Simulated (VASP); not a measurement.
Input of a VASP 6.6.1 run:

The input INCAR:

```
SYSTEM = HfNb2O7
PREC = Accurate ; ENCUT = 520
EDIFF = 1E-6 ; ISMEAR = -1
SIGMA = 0.131 ; LREAL = Auto
LASPH = .TRUE. ; NELM = 80
ALGO = Normal ; ISIF = 2
LWAVE = .FALSE. ; LCHARG = .FALSE.
GGA = PE ; NBANDS = 94
ISYM = 0
```

KPOINTS

```
regular mesh
0
G
  1 1 1
  0 0 0
```

The input POSCAR:

```
HfNb2O7
1.0
    6.4007650000      0.1927990000     -0.0525750000
    0.1927990000      6.7053110000     -0.0913760000
   -0.0525750000     -0.0913760000      6.5638380000
Hf O Nb
2 14 4
Direct
    0.2420325087      0.7797708326      0.0723775021
    0.0542412844      0.2566009306      0.3435115099
    0.9204328945      0.7265970752      0.9061121395
    0.5743934343      0.2035567988      0.8925332924
    0.9709872716      0.5256044272      0.4083186218
    0.3955857866      0.1565714712      0.4484542119
    0.7632459813      0.7824524284      0.5294381169
    0.5299114755      0.8620510894      0.1577444288
    0.1163478330      0.8534145300      0.3593457964
    0.0175097532      0.1733860498      0.6228905861
    0.3302543411      0.4955765172      0.1654414569
    0.7314731397      0.4629187424      0.1522765893
    0.7893457913      0.1008703189      0.2631975349
    0.2324337386      0.0894484824      0.0926926667
    0.2224209566      0.4548229164      0.7458046162
    0.2918258695      0.8466315086      0.7661344698
    0.7808781810      0.7266733111      0.2447478397
    0.5467632592      0.2306262600      0.1767883034
    0.3068289583      0.1897254877      0.7250012704
    1.0495998518      0.7043132771      0.6266455757
```

Potentials or basis: VASP PAW PBE potentials, release 64 (Hf_pv, O, Nb_sv).

Command:

```console
$ cat potpaw_PBE.64/Hf_pv/POTCAR potpaw_PBE.64/O/POTCAR potpaw_PBE.64/Nb_sv/POTCAR > POTCAR
$ mpirun -np 1 vasp_gam > vasp.out
```

Task: Predict the pressure.

Result: -2.7 GPa.

Task: Predict the largest force.

Result: 5.016 eV/Å.

Task: Estimate the band gap on the k mesh.

Result: 2.38 eV.

Forces in eV/Å, atoms in the order of the input:
```
Hf  -0.030 -0.568  0.143
Hf   0.929 -4.356 -2.308
O    2.228 -0.107  0.869
O   -1.410 -0.331 -0.412
O    1.230 -0.623  1.034
O   -0.089  1.696  0.911
O   -0.341  0.607 -0.231
O    1.006 -0.761  0.541
O   -1.179 -1.063 -0.717
O    0.689 -0.658  0.341
O    0.337 -0.994  0.636
O   -0.771  0.462  0.261
O    2.293 -0.124  0.730
O   -0.507  2.336 -0.728
O   -0.372  1.044 -0.909
O   -1.316  0.611 -1.216
Nb  -0.364  1.397 -1.038
Nb  -3.031  0.815 -2.320
Nb   0.649 -1.866  1.061
Nb   0.048  2.483  3.351
```

Caveat: the k points lie up to 0.98 Å⁻¹ apart; spin-orbit coupling is left out, which moves the levels of the heavy elements.
